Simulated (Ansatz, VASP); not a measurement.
## TiO2 in VASP and in Ansatz

```
Ti O
1.0
     4.64306    0.00000    0.00000
     0.00000    4.64306    0.00000
     0.00000    0.00000    2.96402
Ti O
2 4
Direct
  0.00746 0.99254 0.98085
  0.50000 0.50000 0.50000
  0.30511 0.30511 0.00000
  0.19489 0.80511 0.50000
  0.69489 0.69489 0.00000
  0.80511 0.19489 0.50000
```

Alike in both runs: task single point; functional PBE; k mesh 6 × 6 × 10; occupations gaussian, width 0.05 eV; no spin polarisation.

```csv
,VASP,Ansatz
version,VASP 6.6.1,Ansatz 0.2.0
potentials or method,"VASP PAW PBE potentials, release 64 (Ti_sv, O), cutoff 520 eV","scalar-relativistic, plane waves, PAW"
valence electrons in the cell,48,48
```

|  | VASP | Ansatz | Ansatz less VASP |
| --- | --- | --- | --- |
| gap on the k mesh at the Fermi level (eV) | 1.83 | 1.86 | +0.024 |
| least direct gap on the mesh (eV) | 1.84 | 1.86 | +0.024 |
| pressure (GPa) | 1.0 | 0.4 | -0.64 |
| traceless stress, the component that is largest in VASP (GPa) | 0.58 | 0.35 | -0.226 |
| rms of the force components (eV/Å) | 0.302 | 0.297 | -0.0048 |

Atom by atom the forces differ by 0.016 eV/Å (rms over components). With one functional, cell and mesh, what is left measures potentials, basis and numerics.
